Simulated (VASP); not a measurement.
V: relaxation of cell and atoms with r2SCAN

V:

```
V
1.0
    -2.35444    2.35444    1.28439
     2.35444   -2.35444    1.28439
     2.35444    2.35444   -1.28439
V
2
Direct
  0.00000 0.00000 0.00000
  0.75000 0.25000 0.50000
```

```yaml
Program: VASP 6.6.1
Task: relaxation of cell and atoms
Functional: r2SCAN
Potentials_or_basis: VASP PAW PBE potentials, release 64 (V_sv)
Cutoff: 600 eV
k_mesh: 8 × 8 × 8
Occupations: gaussian, width 0.1 eV
Spin: no spin polarisation
Dipole_correction: no
Further_INCAR_settings: ALGO = Normal; EDIFF = 1e-06; IBRION = 2; EDIFFG = -0.04; NSW = 90; ISIF = 3
```

```
Relaxed volume                         : 13.76 Å³/atom
Relaxed cell                           : a = 3.524 Å, b = 3.524 Å, c = 3.524 Å, α = 97.53°, β = 97.53°, γ = 137.54°
Space group after relaxing (to 0.05 Å) : I4_1/amd (No. 141)
Energy gained by relaxing              : 7.9 meV/atom
Ionic steps                            : 5
Pressure after relaxing                : 0.1 GPa
Band gap on the k mesh                 : zero (band 13 reaches 10.37 eV, above the bottom of band 14 at 9.18 eV)
```

Stress tensor (GPa, compression positive):
```
-0.04  0.00  0.00
 0.00 -0.04  0.00
 0.00  0.00  0.36
```

The path:
| step | energy change (eV) | largest force (eV/Å) | pressure (GPa) | volume (Å³) |
| --- | --- | --- | --- | --- |
| 1 | 0.0000 | 0.0000 | -5.10 | 28.48 |
| 2 | 0.0003 | 0.0000 | 5.87 | 26.65 |
| 3 | -0.0154 | 0.0000 | 0.01 | 27.55 |
| 4 | -0.0154 | 0.0000 | 0.15 | 27.53 |
| 5 | -0.0158 | 0.0000 | 0.09 | 27.53 |

Final structure:
```
V
1.0
    -2.32246    2.32246    1.27592
     2.32246   -2.32246    1.27592
     2.32246    2.32246   -1.27592
V
2
Direct
  0.00000 0.00000 0.00000
  0.75000 0.25000 0.50000
```

Levels at points of the mesh, in eV from the Fermi level:
```
           k point  band 9  band 10  band 11  band 12  band 13  band 14  band 15  band 16  band 17
(0.00, 0.00, 0.00)   -7.17    -3.81    -2.09    -1.52    -0.83     2.22     2.22     2.26     2.26
(0.50, 0.00, 0.00)   -3.21    -3.05    -1.82    -1.07     0.64     0.79     0.93     2.42     3.16
(0.50, 0.50, 0.00)   -3.89    -3.89    -1.41    -1.41    -0.28    -0.28     1.80     1.80     2.97
(0.50, 0.50, 0.50)   -2.96    -2.96    -0.85    -0.85    -0.09    -0.09     1.86     1.86     2.55
```

It took 14 min on 1 thread of Intel(R) Xeon(R) Platinum 8375C CPU @ 2.90GHz (Ice Lake) (shared host), peak memory 0.2 GiB.

Caveat: the PAW data sets were made with another functional, which shifts forces and pressure a little.
